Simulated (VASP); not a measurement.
Set up this calculation in VASP 6.6.1, as the native input.

- Task: single point
- Functional: PBE
- Potentials or basis: VASP PAW PBE potentials, release 64 (Ga_d, N)
- Cutoff: 520 eV
- k mesh: 6 × 6 × 8
- Occupations: fermi-dirac, width 0.05 eV
- Spin: no spin polarisation
- Dipole correction: no
- Further INCAR settings: ALGO = Normal; EDIFF = 1e-06; NBANDS = 16

The structure of GaN lies in POSCAR:

```
GaN
1.0
    5.1596905237      0.0000000000      0.0000000000
   -2.5798452619      4.4684211441      0.0000000000
    0.0000000000      0.0000000000      3.3442822213
Ga N
1 1
Direct
    0.0000000000      0.0000000000      0.5000000000
    0.0000000000      0.0000000000      0.0000000000
```

These files were run (other wordings do the same):

INCAR

```
ALGO = Normal
EDIFF = 1E-6
ENCUT = 520
GGA = PE
ISIF = 2
ISMEAR = -1
LASPH = T
LCHARG = F
LREAL = F
LWAVE = F
NBANDS = 16
NELM = 60
PREC = Accurate
SIGMA = 0.05
```

KPOINTS

```
k-points
0
Gamma
  6 6 8
```

Potentials or basis: VASP PAW PBE potentials, release 64 (Ga_d, N).

Run with:

```bash
$ cat potpaw_PBE.64/Ga_d/POTCAR potpaw_PBE.64/N/POTCAR > POTCAR
$ mpirun -np 1 vasp_std > vasp.out
```

Results of the run:

- Pressure: 1.8 GPa
- Band gap on the k mesh: 1.34 eV, indirect (least direct gap 3.11 eV)

Run time: 37 s on 1 thread of Intel(R) Xeon(R) Platinum 8488C (Sapphire Rapids), with other jobs on the host, peak memory 0.2 GiB.
